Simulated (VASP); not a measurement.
CsI: single point with r2SCAN

Crystal: CsI.

```
Cs I
1.0
     4.67813    0.00000    0.00000
     0.00000    4.67813    0.00000
     0.00000    0.00000    4.67813
Cs I
1 1
Cartesian
  0.0000 0.0000 0.0000
  2.3391 2.3391 2.3391
```

```
Program                : VASP 6.6.1
Task                   : single point
Functional             : r2SCAN
Potentials or basis    : VASP PAW PBE potentials, release 64 (Cs_sv, I)
Cutoff                 : 550 eV
k mesh                 : 4 × 4 × 4
Occupations            : fermi-dirac, width 0.15 eV
Spin                   : no spin polarisation
Dipole correction      : no
Further INCAR settings : ALGO = Normal; EDIFF = 1e-06; NBANDS = 15
```

| Item | Value |
| --- | --- |
| Pressure | -0.4 GPa |
| Band gap on the k mesh | 4.34 eV, indirect (least direct gap 4.44 eV) |

Levels at points of the mesh, in eV from the valence-band top:
```csv
k point,band 5,band 6,band 7,band 8,band 9,band 10,band 11,band 12
"(0.00, 0.00, 0.00)",-7.40,-0.10,-0.10,-0.10,4.34,4.71,4.71,8.25
"(0.50, 0.00, 0.00)",-7.35,-1.39,-0.20,-0.20,5.67,6.83,7.02,7.38
"(0.50, 0.50, 0.00)",-7.32,-0.82,-0.82,0.00,4.76,5.48,6.65,6.65
"(0.50, 0.50, 0.50)",-7.60,-1.15,-1.15,-1.15,7.51,7.51,7.51,8.20
```

It took 51 s on 1 thread of AMD EPYC 7R13 Processor (Zen 3) (shared host), peak memory 0.19 GiB.

Caveat: the PAW data sets were made with another functional, which shifts forces and pressure a little; spin-orbit coupling is left out, which moves the levels of the heavy elements. r2SCAN opens gaps a little over a GGA but as a rule still falls short of measured ones.
